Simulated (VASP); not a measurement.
# Au (C2/m) in VASP: single point with PBE

Aim: the single point of Au with PBE.

Program: VASP 6.6.1. These are calculated values, not measurements. Logs are shortened: lines on timing, memory, paths and dates and some standing lists are left out, and cuts for length are marked.

## Step 1: The cell of the first run

It takes space group C2/m (No. 12, monoclinic). Conventional cell: a = 4.791 Å, b = 3.031 Å, c = 3.033 Å, α = 90.00°, β = 124.73°, γ = 90.00°. Au (site symmetry 2/m) has 12 Au at 2.83 to 3.03 Å within 3.7 Å.

## Step 2: Single point, PBE

Contents of INCAR:

```
ALGO     = Normal         # electronic algorithm
EDIFF    = 1E-7           # SCF threshold, eV
ENCUT    = 520            # plane-wave cutoff, eV
GGA      = PE             # functional
ISIF     = 2              # what is computed and relaxed
ISMEAR   = 0              # smearing method
LASPH    = T              # aspherical terms in the spheres
LCHARG   = F              # write CHGCAR
LREAL    = F              # projectors in reciprocal space
LWAVE    = F              # write WAVECAR
NBANDS   = 12             # bands
NELM     = 80             # most SCF steps
PREC     = Accurate       # precision mode
SIGMA    = 0.1            # smearing width, eV
```

Contents of KPOINTS:

```
k-points
0
Gamma
  8 8 8
```

Contents of POSCAR:

```
Au
1.0
    2.3942578116     -1.5152879954     -0.0770830392
    2.3942578116      1.5152879954     -0.0770830392
   -1.6472496061      0.0000000000      2.5471634544
Au
1
Direct
    0.0000000000      0.0000000000      0.0000000000
```

Potentials or basis: VASP PAW PBE potentials, release 64 (Au).

Run with:

```sh
> cat potpaw_PBE.64/Au/POTCAR > POTCAR
> mpirun -np 1 vasp_std > vasp.out
```

OUTCAR:

```text
EDIFF = 1E-7
   ENCUT = 520
   GGA = PE
   ISIF = 2
   ISMEAR = 0
   LASPH = T
   LREAL = F
   NELM = 80
   PREC = Accurate

 ion  position               nearest neighbor table
   1  0.000  0.000  0.000-

  LATTYP: Found a base centered monoclinic cell.
 ALAT       =     4.7909966660
 B/A-ratio  =     0.6325564809
 C/A-ratio  =     0.6331444550
 COS(beta)  =    -0.5697777862

  Lattice vectors:

 A1 = (   2.3942578116,  -1.5152879954,  -0.0770830392)
 A2 = (   2.3942578116,   1.5152879954,  -0.0770830392)
 A3 = (  -1.6472496061,   0.0000000000,   2.5471634544)

Analysis of symmetry for initial positions (statically):
=====================================================================
 Subroutine PRICEL returns:
 Original cell was already a primitive cell.

 Routine SETGRP: Setting up the symmetry group for a
 base centered monoclinic supercell.

 Subroutine GETGRP returns: Found  4 space group operations
 (whereof  4 operations were pure point group operations)
 out of a pool of  4 trial point group operations.

The static configuration has the point symmetry C_2h.

Analysis of symmetry for dynamics (positions and initial velocities):
=====================================================================
 Subroutine PRICEL returns:
 Original cell was already a primitive cell.

 Routine SETGRP: Setting up the symmetry group for a
 base centered monoclinic supercell.

 Subroutine GETGRP returns: Found  4 space group operations
 (whereof  4 operations were pure point group operations)
 out of a pool of  4 trial point group operations.

The dynamic configuration has the point symmetry C_2h.

 Subroutine INISYM returns: Found  4 space group operations
 (whereof  4 operations are pure point group operations),
 and found     1 'primitive' translations

----------------------------------------------------------------------------------------

                                     Primitive cell

  volume of cell :      18.0974

  direct lattice vectors                    reciprocal lattice vectors
     2.394257812 -1.515287995 -0.077083039     0.213273436 -0.329970277  0.137923847
     2.394257812  1.515287995 -0.077083039     0.213273436  0.329970277  0.137923847
    -1.647249606  0.000000000  2.547163454     0.012908292  0.000000000  0.400941360

  length of vectors
     2.834521119  2.834521119  3.033392973     0.416399964  0.416399964  0.401149097

  position of ions in fractional coordinates (direct lattice)
     0.000000000  0.000000000  0.000000000

[... 78 lines left out ...]
   NSW    =      0    number of steps for IOM
   IBRION =     -1    ionic relax: 0-MD 1-quasi-New 2-CG
   NFREE  =      0    steps in history (QN), initial steepest desc. (CG)
   ISIF   =      2    stress and relaxation
   ISYM   =      2    0-nonsym 1-usesym 2-fastsym
   POTIM  = 0.5000    time-step for ionic-motion
   TEBEG  =    0.0;   TEEND  =   0.0 temperature during run
   PSTRESS=    0.0 pullay stress
   NELECT =      11.0000    total number of electrons
   NUPDOWN=      -1.0000    fix difference up-down
   EMIN   =  10.00;   EMAX   =-10.00  energy-range for DOS
   EFERMI =   0.00;   METHOD = LEGACY
   ISMEAR =     0;   SIGMA  =   0.10  broadening in eV -4-tet -1-fermi 0-gaus
   EFERMI_NEDOS =   21; number of points for ismear=-14 and -15
   IALGO  =     38    algorithm
   IMIX   =      4    mixing-type and parameters
     AMIX     =   0.40;   BMIX     =  1.00
     AMIX_MAG =   1.60;   BMIX_MAG =  1.00
  volume/ion in A,a.u.               =      18.10       122.13
  Fermi-wavevector in a.u.,A,eV,Ry     =   1.386758  2.620592 26.165330  1.923097
  Thomas-Fermi vector in A             =   2.511043
   LORBIT       =      0    0 simple, 1 ext, 2 COOP (PROOUT), +10 PAW based schemes
   GGA     = PE    functional components
   LHFCALC =     F    Hartree Fock is set to
   AEXX    =    0.0000 exact exchange contribution
   IVDW    =     0    specifies the selected vdW correction
   LEPSILON=     F    determine dielectric tensor
   LRPA    =     F    only Hartree local field effects (RPA)
 non-spin polarized calculation
 Gauss-broadening in eV      SIGMA  =   0.10
  energy-cutoff  :      520.00
  volume of cell :       18.10
 maximum number of plane-waves:       500
 NGX is ok and might be reduce to    24
   NGX = 11   NGY = 11   NGZ = 11

 number of electron      11.0000002 magnetization

 Free energy of the ion-electron system (eV)
  ---------------------------------------------------
  ext. energy  EPLUGINS =         0.00000000
  ---------------------------------------------------
  free energy    TOTEN  =        -3.19632088 eV

  energy without entropy =       -3.19463069  energy(sigma->0) =       -3.19547578

 E-fermi :   8.6236     XC(G=0): -12.3547

 val. band max:        8.6032252267   @ k =  -0.1250   0.5000   0.1250
 cond. band min:       8.6321740014   @ k =  -0.3750   0.5000   0.3750
 fundamental gap:      0.0289487747
 Fermi energy:         8.6235867259

 k-point     1 :       0.0000    0.0000    0.0000
  band No.  band energies     occupation
      1      -0.7388      2.00000
      2       3.7868      2.00000
      3       3.7940      2.00000
      4       4.6961      2.00000
      5       5.2070      2.00000
      6       5.8014      2.00000
      7      22.9907      0.00000
      8      25.7350      0.00000
      9      26.3827      0.00000
     10      28.4531      0.00000
     11      31.4515      0.00000
     12      34.0836      0.00000
[... 331 lines left out ...]
 k-point    24 :       0.2500    0.0000    0.1250
  band No.  band energies     occupation
      1       1.6929      2.00000
      2       3.7079      2.00000
      3       4.0037      2.00000
      4       4.9841      2.00000
      5       5.5322      2.00000
      6       6.5094      2.00000
      7      17.7706      0.00000
      8      21.0991      0.00000
      9      25.5995      0.00000
     10      28.7189      0.00000
     11      30.1734      0.00000
     12      32.3744      0.00000

 [... further k-points ...]
[... 5 lines left out ...]
  --------------------------------------------------------------------------------------
  -------------------------------------------------------------------------------------
  Total       -0.0290766     -0.0210762     -0.0220888      0.0000000      0.0000000     -0.0055526
  in kB       -2.5741765     -1.8658932     -1.9555417      0.0000000      0.0000000     -0.4915791
  external PRESSURE =      -2.1318705 kB  Pullay stress =       0.0000000 kB

 VOLUME and BASIS-vectors are now :
 -----------------------------------------------------------------------------
  energy-cutoff  :      520.00
  volume of cell :       18.10
      direct lattice vectors                 reciprocal lattice vectors
     2.394257812 -1.515287995 -0.077083039     0.213273436 -0.329970277  0.137923847
     2.394257812  1.515287995 -0.077083039     0.213273436  0.329970277  0.137923847
    -1.647249606  0.000000000  2.547163454     0.012908292  0.000000000  0.400941360

 POSITION                                       TOTAL-FORCE (eV/Angst)
 -----------------------------------------------------------------------------------
      0.00000      0.00000      0.00000         0.000000      0.000000      0.000000
 -----------------------------------------------------------------------------------
    total drift:                               -0.000000     -0.000000      0.000000

  FREE ENERGIE OF THE ION-ELECTRON SYSTEM (eV)
  ---------------------------------------------------
  free  energy   TOTEN  =        -3.1963208775 eV

  energy  without entropy=       -3.1946306887  energy(sigma->0) =       -3.19547578
```

OSZICAR:

```text
N       E                     dE             d eps       ncg     rms          rms(c)
DAV:   1     0.492954551762E+02    0.49295E+02   -0.55829E+03  3800   0.814E+02
DAV:   2    -0.275302042818E+01   -0.52048E+02   -0.48755E+02  4204   0.183E+02
DAV:   3    -0.346219962924E+01   -0.70918E+00   -0.70868E+00  4336   0.208E+01
DAV:   4    -0.346477745004E+01   -0.25778E-02   -0.25777E-02  4224   0.145E+00
DAV:   5    -0.346479805582E+01   -0.20606E-04   -0.20604E-04  4440   0.124E-01    0.783E+00
DAV:   6    -0.321381619432E+01    0.25098E+00   -0.71823E-01  3872   0.671E+00    0.513E+00
DAV:   7    -0.319819790729E+01    0.15618E-01   -0.53797E-02  4300   0.186E+00    0.262E+00
DAV:   8    -0.319632967128E+01    0.18682E-02   -0.12141E-03  3956   0.293E-01    0.234E-01
DAV:   9    -0.319631515351E+01    0.14518E-04   -0.10781E-05  4264   0.288E-02    0.330E-02
DAV:  10    -0.319632107841E+01   -0.59249E-05   -0.43022E-06  4208   0.195E-02    0.713E-03
DAV:  11    -0.319632094685E+01    0.13156E-06   -0.10985E-07  4148   0.267E-03    0.299E-03
DAV:  12    -0.319632087752E+01    0.69327E-07   -0.19026E-08  2276   0.123E-03
   1 F= -.31963209E+01 E0= -.31954758E+01  d E =-.169019E-02
```

stdout:

```text
POSCAR found type information on POSCAR Au
 POSCAR found :  1 types and       1 ions
 scaLAPACK will be used
 LDA part: xc-table for (Slater+PW92), standard interpolation
 POSCAR, INCAR and KPOINTS ok, starting setup
 FFT: planning ... GRIDC
 FFT: planning ... GRID_SOFT
 FFT: planning ... GRID
 WAVECAR not read
 entering main loop
```

Run time: 8.7 s. Hardware: 1 thread of Intel Xeon 6975P-C (Granite Rapids), shared host; peak memory 0.16 GiB.

Results:

```yaml
Free_energy: -3.1963 eV
Pressure: -0.2 GPa
Band_gap_on_the_k_mesh: zero (an odd number of electrons rules out a gap without spin polarisation)
```

Levels at points of the mesh, in eV from the Fermi level:
| k point | band 2 | band 3 | band 4 | band 5 | band 6 | band 7 | band 8 | band 9 | band 10 | band 11 |
| --- | --- | --- | --- | --- | --- | --- | --- | --- | --- | --- |
| (0.00, 0.00, 0.00) | -4.84 | -4.83 | -3.93 | -3.42 | -2.82 | 14.37 | 17.11 | 17.76 | 19.83 | 22.83 |
| (0.50, 0.00, 0.00) | -5.00 | -4.04 | -2.32 | -1.90 | -0.78 | 2.72 | 13.43 | 15.94 | 17.90 | 22.58 |
| (0.50, 0.50, 0.00) | -6.36 | -2.23 | -1.80 | -1.62 | 2.07 | 6.49 | 8.79 | 8.85 | 15.67 | 18.05 |
| (0.00, 0.00, 0.50) | -5.10 | -3.95 | -2.16 | -2.07 | -1.12 | 1.98 | 13.96 | 16.27 | 19.14 | 23.66 |
| (0.50, 0.00, 0.50) | -6.33 | -2.17 | -2.05 | -1.58 | 0.66 | 4.65 | 9.32 | 11.27 | 16.76 | 19.65 |
| (0.50, 0.50, 0.50) | -4.67 | -4.47 | -2.32 | -1.69 | -0.37 | 3.44 | 13.37 | 15.10 | 16.62 | 22.63 |

Caveat: spin-orbit coupling is left out, which moves the levels of the heavy elements.
